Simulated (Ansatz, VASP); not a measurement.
## AlN in VASP and in Ansatz

Contents of INCAR:

```
PREC = Accurate
ENCUT = 600
EDIFF = 1E-6
ISMEAR = -1
SIGMA = 0.05
LREAL = F
LASPH = T
NELM = 120
ALGO = Normal
ISIF = 2
LWAVE = F
LCHARG = T
GGA = RP
IVDW = 12
LELF = T
LVHAR = T
NBANDS = 11
GGA_COMPAT = F
```

KPOINTS

```
regular mesh
0
Gamma
  10 10 10
```

The input POSCAR:

```
AlN
1.0
    0.0000000000      2.2268278375      2.2268278375
    2.2268278375      0.0000000000      2.2268278375
    2.2268278375      2.2268278375      0.0000000000
Al N
1 1
Direct
    0.0000000000      0.0000000000      0.0000000000
    0.2500000000      0.2500000000      0.2500000000
```

Contents of input.yaml:

```yaml
crystal:
  lattice:
    - [0.0, 2.2268278375, 2.2268278375]
    - [2.2268278375, 0.0, 2.2268278375]
    - [2.2268278375, 2.2268278375, 0.0]
  atoms:
    - { symbol: Al, position: [0.0, 0.0, 0.0] }
    - { symbol: "N", position: [0.25, 0.25, 0.25] }
hamiltonian:
  xc: rpbe
  pseudopotentials: { kind: paw }
  dispersion: d3bj
kpoints:
  mp_grid: { grid: [10, 10, 10] }
scf:
  occupations: { method: fermi_dirac, width: 0.05 }
output:
  forces: true
  stress: true
  eigenvalues: true
  write_density: true
  write_potential: true
  elf: true
  volumetric_format: npy
```

Alike in both runs: task single point; functional RPBE; dispersion D3(BJ); k mesh 10 × 10 × 10; occupations fermi-dirac, width 0.05 eV; no spin polarisation.

|  | VASP | Ansatz |
| --- | --- | --- |
| version | VASP 6.6.1 | Ansatz 0.2.0 |
| potentials or method | VASP PAW PBE potentials, release 64 (Al, N) | Ansatz PAW |
| plane-wave cutoff (eV) | 600 | 420 |
| valence electrons in the cell | 8 | 8 |

|  | VASP | Ansatz | Ansatz less VASP |
| --- | --- | --- | --- |
| gap on the k mesh at the Fermi level (eV) | 3.33 | 3.33 | +0.002 |
| least direct gap on the mesh (eV) | 3.73 | 3.71 | -0.019 |
| pressure (GPa) | -22.5 | -21.8 | +0.73 |

VASP's potentials were made for PBE, not for RPBE.
